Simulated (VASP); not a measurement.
# La (Fm-3m) in VASP: a series of runs, part 2 of 2

VASP 6.6.1.

## Step 5: Single point, BLYP (43.24 Å³/atom)

This run uses another cell than the first one, of 43.24 Å³/atom.

The input, INCAR:

```
AGGAC = 1.0
AGGAX = 1.0
ALDAC = 0.0
ALDAX = 1.0
ALGO = Normal
EDIFF = 1E-6
ENCUT = 520
GGA = B5
ISIF = 2
ISMEAR = -1
LASPH = T
LCHARG = T
LELF = T
LREAL = F
LVHAR = T
LWAVE = F
NBANDS = 12
NELM = 60
PREC = Accurate
SIGMA = 0.1
```

The input, KPOINTS:

```
k-points
0
Gamma
  16 16 16
```

The input, POSCAR:

```
La
1.0
    0.0000000000      2.7857422590      2.7857422590
    2.7857422590      0.0000000000      2.7857422590
    2.7857422590      2.7857422590      0.0000000000
La
1
Direct
    0.0000000000      0.0000000000      0.0000000000
```

Potentials or basis: VASP PAW PBE potentials, release 64 (La).

On the command line:

```console
cat potpaw_PBE.64/La/POTCAR > POTCAR
mpirun -np 1 vasp_std > vasp.out
```

OUTCAR:

```text
EDIFF = 1E-6
   ENCUT = 520
   GGA = B5
   ISIF = 2
   ISMEAR = -1
   LASPH = T
   LREAL = F
   NELM = 60
   PREC = Accurate

 ion  position               nearest neighbor table
   1  0.000  0.000  0.000-

  LATTYP: Found a face centered cubic cell.
 ALAT       =     5.5714845180

  Lattice vectors:

 A1 = (   0.0000000000,   2.7857422590,   2.7857422590)
 A2 = (   2.7857422590,   0.0000000000,   2.7857422590)
 A3 = (   2.7857422590,   2.7857422590,   0.0000000000)

Analysis of symmetry for initial positions (statically):
=====================================================================
 Subroutine PRICEL returns:
 Original cell was already a primitive cell.

 Routine SETGRP: Setting up the symmetry group for a
 face centered cubic supercell.

 Subroutine GETGRP returns: Found 48 space group operations
 (whereof 48 operations were pure point group operations)
 out of a pool of 48 trial point group operations.

The static configuration has the point symmetry O_h .

Analysis of symmetry for dynamics (positions and initial velocities):
=====================================================================
 Subroutine PRICEL returns:
 Original cell was already a primitive cell.

 Routine SETGRP: Setting up the symmetry group for a
 face centered cubic supercell.

 Subroutine GETGRP returns: Found 48 space group operations
 (whereof 48 operations were pure point group operations)
 out of a pool of 48 trial point group operations.

The dynamic configuration has the point symmetry O_h .

 Subroutine INISYM returns: Found 48 space group operations
 (whereof 48 operations are pure point group operations),
 and found     1 'primitive' translations

----------------------------------------------------------------------------------------

                                     Primitive cell

  volume of cell :      43.2367

  direct lattice vectors                    reciprocal lattice vectors
     0.000000000  2.785742259  2.785742259    -0.179485377  0.179485377  0.179485377
     2.785742259  0.000000000  2.785742259     0.179485377 -0.179485377  0.179485377
     2.785742259  2.785742259  0.000000000     0.179485377  0.179485377 -0.179485377

  length of vectors
     3.939634484  3.939634484  3.939634484     0.310877792  0.310877792  0.310877792

  position of ions in fractional coordinates (direct lattice)
     0.000000000  0.000000000  0.000000000

  ion indices of the primitive-cell ions
   primitive index   ion index
                 1           1

----------------------------------------------------------------------------------------

 KPOINTS: k-points

Automatic generation of k-mesh.
 Grid dimensions read from file:
 generate k-points for:   16   16   16

 Generating k-lattice:

  Cartesian coordinates                     Fractional coordinates (reciprocal lattice)
    -0.011217836  0.011217836  0.011217836     0.062500000  0.000000000  0.000000000
     0.011217836 -0.011217836  0.011217836     0.000000000  0.062500000  0.000000000
     0.011217836  0.011217836 -0.011217836     0.000000000  0.000000000  0.062500000

  Length of vectors
     0.019429862  0.019429862  0.019429862

  Shift w.r.t. Gamma in fractional coordinates (k-lattice)
     0.000000000  0.000000000  0.000000000

 Subroutine IBZKPT returns following result:
 ===========================================

 Found    145 irreducible k-points:

 Following reciprocal coordinates:
            Coordinates               Weight
  0.000000  0.000000  0.000000      1.000000
  0.062500  0.000000  0.000000      8.000000
  0.125000  0.000000  0.000000      8.000000
  0.187500  0.000000  0.000000      8.000000
  0.250000  0.000000  0.000000      8.000000
  0.312500  0.000000  0.000000      8.000000
[... 16 lines left out ...]
 -0.125000  0.062500  0.000000     24.000000
 -0.062500  0.062500  0.000000     12.000000
 [... further k-points ...]
   k-points           NKPTS =    145   k-points in BZ     NKDIM =    145   number of bands    NBANDS=     12
   number of dos      NEDOS =    301   number of ions     NIONS =      1
   total plane-waves  NPLWV =  27000
   dimension x,y,z NGX =    30 NGY =   30 NGZ =   30
   dimension x,y,z NGXF=    60 NGYF=   60 NGZF=   60
   ions per type =               1
   NGX,Y,Z   is equivalent  to a cutoff of  12.66, 12.66, 12.66 a.u.
   NGXF,Y,Z  is equivalent  to a cutoff of  25.32, 25.32, 25.32 a.u.
 SYSTEM =  unknown system
   PREC   = accura    normal or accurate (medium, high low for compatibility)
   ISTART =      0    job   : 0-new  1-cont  2-samecut
   ICHARG =      2    charge: 1-file 2-atom 10-const
   ISPIN  =      1    spin polarized calculation?
   LNONCOLLINEAR =      F non collinear calculations
   LSORBIT =      F    spin-orbit coupling
   LASPH  =      T    aspherical Exc in radial PAW
   ENCUT  =  520.0 eV  38.22 Ry    6.18 a.u.   7.33  7.33  7.33*2*pi/ulx,y,z
   NELM   =     60;   NELMIN=  2; NELMDL= -5     # of ELM steps
   EDIFF  = 0.1E-05   stopping-criterion for ELM
   LREAL  =      F    real-space projection
   EDIFFG = 0.1E-04   stopping-criterion for IOM
   NSW    =      0    number of steps for IOM
   IBRION =     -1    ionic relax: 0-MD 1-quasi-New 2-CG
   NFREE  =      0    steps in history (QN), initial steepest desc. (CG)
   ISIF   =      2    stress and relaxation
   ISYM   =      2    0-nonsym 1-usesym 2-fastsym
   POTIM  = 0.5000    time-step for ionic-motion
   TEBEG  =    0.0;   TEEND  =   0.0 temperature during run
   PSTRESS=    0.0 pullay stress
   NELECT =      11.0000    total number of electrons
   NUPDOWN=      -1.0000    fix difference up-down
   EMIN   =  10.00;   EMAX   =-10.00  energy-range for DOS
   EFERMI =   0.00;   METHOD = LEGACY
   ISMEAR =    -1;   SIGMA  =   0.10  broadening in eV -4-tet -1-fermi 0-gaus
   EFERMI_NEDOS =   21; number of points for ismear=-14 and -15
   IALGO  =     38    algorithm
   IMIX   =      4    mixing-type and parameters
     AMIX     =   0.40;   BMIX     =  1.00
     AMIX_MAG =   1.60;   BMIX_MAG =  1.00
  volume/ion in A,a.u.               =      43.24       291.78
  Fermi-wavevector in a.u.,A,eV,Ry     =   1.037341  1.960290 14.640902  1.076076
  Thomas-Fermi vector in A             =   2.171774
   LORBIT       =      0    0 simple, 1 ext, 2 COOP (PROOUT), +10 PAW based schemes
   GGA     = B5    functional components
   LHFCALC =     F    Hartree Fock is set to
   AEXX    =    0.0000 exact exchange contribution
   IVDW    =     0    specifies the selected vdW correction
   LEPSILON=     F    determine dielectric tensor
   LRPA    =     F    only Hartree local field effects (RPA)
 non-spin polarized calculation
  energy-cutoff  :      520.00
  volume of cell :       43.24
 maximum number of plane-waves:      1211
 NGX is ok and might be reduce to    30
   NGX = 15   NGY = 15   NGZ = 15

 number of electron      11.0000000 magnetization

 Free energy of the ion-electron system (eV)
  ---------------------------------------------------
  ext. energy  EPLUGINS =         0.00000000
  ---------------------------------------------------
  free energy    TOTEN  =        -3.96331899 eV

  energy without entropy =       -3.89278936  energy(sigma->0) =       -3.92805417

 E-fermi :   7.0134     XC(G=0):  -8.4233

 val. band max:        7.0061324564   @ k =  -0.3125   0.3750   0.0625
 cond. band min:       7.0208397877   @ k =  -0.2500   0.3750   0.1250
 fundamental gap:      0.0147073313
 Fermi energy:         7.0133678560

 k-point     1 :       0.0000    0.0000    0.0000
  band No.  band energies     occupation
      1     -26.1084      2.00000
      2      -9.3401      2.00000
      3      -9.3401      2.00000
      4      -9.3401      2.00000
      5       3.8759      2.00000
      6       7.9944      0.00011
      7       8.3256      0.00000
      8       8.3256      0.00000
      9       8.3256      0.00000
     10       8.3287      0.00000
     11       8.3287      0.00000
     12       8.3287      0.00000
[... 331 lines left out ...]
 k-point    24 :      -0.0625    0.0625    0.0000
  band No.  band energies     occupation
      1     -26.0981      2.00000
      2      -9.4273      2.00000
      3      -9.3651      2.00000
      4      -9.3458      2.00000
      5       4.1296      2.00000
      6       7.7115      0.00186
      7       8.2489      0.00001
      8       8.3028      0.00001
      9       8.3213      0.00000
     10       8.3342      0.00000
     11       8.3854      0.00000
     12       8.4988      0.00000

 [... further k-points ...]

------------------------ aborting loop because EDIFF is reached ----------------------------------------

  FORCE on cell =-STRESS in cart. coord.  units (eV):
  Direction    XX          YY          ZZ          XY          YZ          ZX
  --------------------------------------------------------------------------------------
  -------------------------------------------------------------------------------------
  Total       -0.4783977     -0.4783977     -0.4783977     -0.0000000     -0.0000000      0.0000000
  in kB      -17.7274742    -17.7274742    -17.7274742     -0.0000000     -0.0000000      0.0000000
  external PRESSURE =     -17.7274742 kB  Pullay stress =       0.0000000 kB

 VOLUME and BASIS-vectors are now :
 -----------------------------------------------------------------------------
  energy-cutoff  :      520.00
  volume of cell :       43.24
      direct lattice vectors                 reciprocal lattice vectors
     0.000000000  2.785742259  2.785742259    -0.179485377  0.179485377  0.179485377
     2.785742259  0.000000000  2.785742259     0.179485377 -0.179485377  0.179485377
     2.785742259  2.785742259  0.000000000     0.179485377  0.179485377 -0.179485377

 POSITION                                       TOTAL-FORCE (eV/Angst)
 -----------------------------------------------------------------------------------
      0.00000      0.00000      0.00000         0.000000      0.000000      0.000000
 -----------------------------------------------------------------------------------
    total drift:                               -0.000000     -0.000000     -0.000000

  FREE ENERGIE OF THE ION-ELECTRON SYSTEM (eV)
  ---------------------------------------------------
  free  energy   TOTEN  =        -3.9633189871 eV

  energy  without entropy=       -3.8927893562  energy(sigma->0) =       -3.92805417
```

OSZICAR:

```text
N       E                     dE             d eps       ncg     rms          rms(c)
DAV:   1     0.104884836407E+03    0.10488E+03   -0.37985E+03  3496   0.113E+03
DAV:   2     0.328416177534E+01   -0.10160E+03   -0.97775E+02  4592   0.174E+02
DAV:   3    -0.351479142551E+01   -0.67990E+01   -0.65384E+01  4548   0.776E+01
DAV:   4    -0.393104330955E+01   -0.41625E+00   -0.40848E+00  6580   0.135E+01
DAV:   5    -0.394424859432E+01   -0.13205E-01   -0.13159E-01  6248   0.242E+00    0.225E+00
DAV:   6    -0.395976985095E+01   -0.15521E-01   -0.18464E-02  6436   0.116E+00    0.145E+00
DAV:   7    -0.406906279706E+01   -0.10929E+00   -0.93669E-01  6740   0.651E+00    0.157E+00
DAV:   8    -0.396055965656E+01    0.10850E+00   -0.11066E+00  6076   0.707E+00    0.108E-01
DAV:   9    -0.396339675655E+01   -0.28371E-02   -0.29020E-02  5484   0.930E-01    0.966E-02
DAV:  10    -0.396351433915E+01   -0.11758E-03   -0.14064E-03  5956   0.227E-01    0.909E-02
DAV:  11    -0.396340187638E+01    0.11246E-03   -0.23503E-04  6812   0.120E-01    0.523E-02
DAV:  12    -0.396340564786E+01   -0.37715E-05   -0.82821E-06  6564   0.162E-02    0.495E-02
DAV:  13    -0.396336737608E+01    0.38272E-04   -0.34216E-05  6908   0.439E-02    0.356E-02
DAV:  14    -0.396333061316E+01    0.36763E-04   -0.70568E-05  6916   0.634E-02    0.177E-02
DAV:  15    -0.396332295222E+01    0.76609E-05   -0.13340E-05  6916   0.269E-02    0.108E-02
DAV:  16    -0.396331900325E+01    0.39490E-05   -0.14217E-05  6876   0.280E-02    0.325E-03
DAV:  17    -0.396331898714E+01    0.16107E-07   -0.87651E-07  4700   0.733E-03
   1 F= -.39633190E+01 E0= -.39280542E+01  d E =-.705296E-01
```

Wall time 4 min (1 thread of Intel Xeon 8259CL, shared host); peak memory 0.25 GiB.

What came out:

| Property | Result |
| --- | --- |
| Free energy | -3.9633 eV |
| Pressure | -1.8 GPa |
| Band gap on the k mesh | zero (an odd number of electrons rules out a gap without spin polarisation) |

Levels at points of the mesh, in eV from the Fermi level:
| k point | band 2 | band 3 | band 4 | band 5 | band 6 | band 7 | band 8 | band 9 |
| --- | --- | --- | --- | --- | --- | --- | --- | --- |
| (0.00, 0.00, 0.00) | -16.35 | -16.35 | -16.35 | -3.14 | 0.98 | 1.31 | 1.31 | 1.31 |
| (0.50, 0.00, 0.00) | -17.23 | -16.47 | -16.47 | -1.54 | 1.02 | 1.16 | 1.16 | 1.33 |
| (0.50, 0.50, 0.00) | -17.17 | -16.67 | -16.67 | -1.58 | -1.08 | 1.35 | 1.37 | 1.37 |

Caveat: the PAW data sets were made with another functional, which shifts forces and pressure a little; spin-orbit coupling is left out, which moves the levels of the heavy elements.

## Step 6: Single point, BLYP (44.84 Å³/atom)

This run uses another cell than the first one, of 44.84 Å³/atom.

The input, INCAR:

```
SYSTEM = La
  AGGAC = 1.0
  AGGAX = 1.0
  ALDAC = 0.0
  ALDAX = 1.0
  ALGO = Normal
  EDIFF = 1E-6
  ENCUT = 520
  GGA = B5
  ISIF = 2
  ISMEAR = -1
  LASPH = .True.
  LCHARG = .False.
  LREAL = .False.
  LWAVE = .False.
  NBANDS = 12
  NELM = 80
  PREC = Accurate
  SIGMA = 0.1
```

The input, KPOINTS:

```
k-points
0
Gamma
  16 16 16
  0 0 0
```

The input, POSCAR:

```
La
1.0
    0.0000000000      2.8197180740      2.8197180740
    2.8197180740      0.0000000000      2.8197180740
    2.8197180740      2.8197180740      0.0000000000
La
1
Direct
    0.0000000000      0.0000000000      0.0000000000
```

Potentials or basis: VASP PAW PBE potentials, release 64 (La).

On the command line:

```console
cat potpaw_PBE.64/La/POTCAR > POTCAR
mpirun -np 1 vasp_std > vasp.out
```

Run time: 5.5 min. Hardware: 1 thread of Intel Xeon 8259CL, shared host; peak memory 0.25 GiB.

The run converged. Its results:

* Free energy: -3.9423 eV
* Pressure: -2.4 GPa
* Band gap on the k mesh: zero (an odd number of electrons rules out a gap without spin polarisation)

Levels at points of the mesh, in eV from the Fermi level:
| k point | band 1 | band 2 | band 3 | band 4 | band 5 | band 6 | band 7 | band 8 | band 9 | band 10 |
| --- | --- | --- | --- | --- | --- | --- | --- | --- | --- | --- |
| (0.00, 0.00, 0.00) | -33.18 | -16.46 | -16.46 | -16.46 | -3.13 | 0.94 | 1.24 | 1.24 | 1.24 | 1.28 |
| (0.50, 0.00, 0.00) | -33.10 | -17.24 | -16.56 | -16.56 | -1.51 | 0.97 | 1.14 | 1.14 | 1.24 | 1.26 |
| (0.50, 0.50, 0.00) | -33.07 | -17.19 | -16.74 | -16.74 | -1.51 | -1.01 | 1.27 | 1.29 | 1.29 | 1.30 |

Caveat: the PAW data sets were made with another functional, which shifts forces and pressure a little; spin-orbit coupling is left out, which moves the levels of the heavy elements.

## Step 7: The runs side by side

| cell | gap on the mesh (eV) | pressure (GPa) |
| --- | --- | --- |
| a = 3.788 Å, angles 60.0°, 1 atom | none | 1.0 |
| a = 3.840 Å, angles 60.0°, 1 atom | none | -0.1 |
| a = 3.890 Å, angles 60.0°, 1 atom | none | -1.0 |
| a = 3.940 Å, angles 60.0°, 1 atom | none | -1.8 |
| a = 3.988 Å, angles 60.0°, 1 atom | none | -2.4 |

Alike in all rows: task single point; level BLYP; potentials or basis VASP PAW PBE potentials, release 64 (La); no spin polarisation; k mesh 16 × 16 × 16; cutoff (eV) 520; smearing fermi-dirac 0.1 eV.

Caveats: the PAW data sets were made with another functional, which shifts forces and pressure a little; spin-orbit coupling is left out, which moves the levels of the heavy elements.

Total energies depend on the potentials used, so only differences within one code and one set of settings carry meaning.
